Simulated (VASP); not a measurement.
A run of VASP 6.6.1:

Contents of POSCAR:

```
GaP
1.0
    0.0000000000      2.7254102088      2.7254102088
    2.7254102088      0.0000000000      2.7254102088
    2.7254102088      2.7254102088      0.0000000000
Ga P
1 1
Direct
    0.0000000000      0.0000000000      0.0000000000
    0.2500000000      0.2500000000      0.2500000000
```

Contents of INCAR.step1:

```
SYSTEM = GaP
  ALGO = Normal
  EDIFF = 1E-5
  ENCUT = 520
  GGA = PE
  ISIF = 2
  ISMEAR = 0
  LASPH = .True.
  LCHARG = .False.
  LREAL = .False.
  LWAVE = .True.
  NBANDS = 16
  NELM = 100
  PREC = Accurate
  SIGMA = 0.01
```

File INCAR.step2:

```
SYSTEM = GaP
  AEXX = 1.0
  AGGAC = 0.0
  ALDAC = 0.0
  ALGO = Normal
  EDIFF = 1E-6
  ENCUT = 520
  GGA = PE
  ISIF = 2
  ISMEAR = 0
  ISTART = 1
  LASPH = .True.
  LCHARG = .False.
  LHFCALC = .True.
  LREAL = .False.
  LWAVE = .False.
  NBANDS = 16
  NELM = 100
  PREC = Accurate
  PRECFOCK = Normal
  SIGMA = 0.01
```

File KPOINTS:

```
k-points
0
Gamma
  4 4 4
  0 0 0
```

Potentials or basis: VASP PAW PBE potentials, release 64 (Ga_d, P).

Launch:

```console
$ cat potpaw_PBE.64/Ga_d/POTCAR potpaw_PBE.64/P/POTCAR > POTCAR
$ cp INCAR.step1 INCAR
$ mpirun -np 1 vasp_std > vasp.out
$ cp INCAR.step2 INCAR
$ mpirun -np 1 vasp_std > vasp.out
```

Hardware: 1 thread of AMD EPYC 7R13 Processor (Zen 3), on a shared host.

How long does it take, and how much memory?

It took 11 min on 1 thread of AMD EPYC 7R13 Processor (Zen 3) (shared host), peak memory 0.14 GiB. Counts: k points 8.
